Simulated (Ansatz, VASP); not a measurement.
Co: VASP beside Ansatz

```
CELL_PARAMETERS angstrom
2.24744 0.00000 0.00000
0.00000 2.24744 0.00000
0.00000 0.00000 2.24744
ATOMIC_POSITIONS crystal
Co 0.00000 0.00000 0.00000
```

Alike in both runs: task single point; functional r2SCAN; k mesh 8 × 8 × 8; occupations gaussian, width 0.1 eV; collinear spin.

```csv
,VASP,Ansatz
version,VASP 6.6.1,Ansatz 0.2.0
potentials or method,"VASP PAW PBE potentials, release 64 (Co), cutoff 520 eV","scalar-relativistic, plane waves, PAW"
valence electrons in the cell,9,17
```

Ansatz gave:

```
gap on the k mesh at the Fermi level (eV)                     : none
pressure (GPa)                                                : 20.9
net moment per atom (μB)                                      : 2.04
size of the moment on the site where the two differ most (μB) : 2.07
```

**Question.** Which values does VASP return?

**Answer.** gap on the k mesh at the Fermi level (eV): none; pressure (GPa): 20.6; net moment per atom (μB): 2.04; size of the moment on the site where the two differ most (μB): 2.06.

VASP's potentials were made for PBE, not for r2SCAN. Site moments also hang on the region over which each program counts them. A gap of «none» marks a metal or a gap that the smearing closes. The functional is the same, so the differences come from potentials, cutoffs and numerics. VASP's potentials hold 9 valence electrons a cell and Ansatz's 17, so a difference there can come from the potentials and not from the codes. Ansatz's warnings: stability check not made.
